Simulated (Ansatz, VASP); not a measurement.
## PtC3: VASP beside Ansatz

```
Pt C
1.0
     3.38747    0.00000    0.00000
     0.00000    3.38747    0.00000
     0.00000    0.00000    3.38747
Pt C
1 3
Direct
  0.00000 0.00000 0.00000
  0.00000 0.50000 0.50000
  0.50000 0.00000 0.50000
  0.50000 0.50000 0.00000
```

Alike in both runs: functional PBE; k mesh 14 × 14 × 14; occupations gaussian, width 0.1 eV; no spin polarisation.

Ansatz relaxed the structure, and its values are those at the end. VASP's run is a single point on that final structure, the one shown.

|  | VASP | Ansatz |
| --- | --- | --- |
| version | VASP 6.6.1 | Ansatz 0.2.0 |
| potentials or method | VASP PAW PBE potentials, release 64 (Pt, C), cutoff 520 eV | scalar-relativistic, plane waves, PAW |
| valence electrons in the cell | 22 | 30 |

Ansatz gave:

```
gap on the k mesh at the Fermi level (eV) : none
pressure (GPa)                            : 0.0
```

Task: What did VASP give for the same quantities?

Result: gap on the k mesh at the Fermi level (eV): none; pressure (GPa): -0.1.

A gap of «none» marks a metal or a gap that the smearing closes. VASP's potentials hold 22 valence electrons a cell and Ansatz's 30, so a difference there can come from the potentials and not from the codes.

Neither program's run includes spin-orbit coupling.
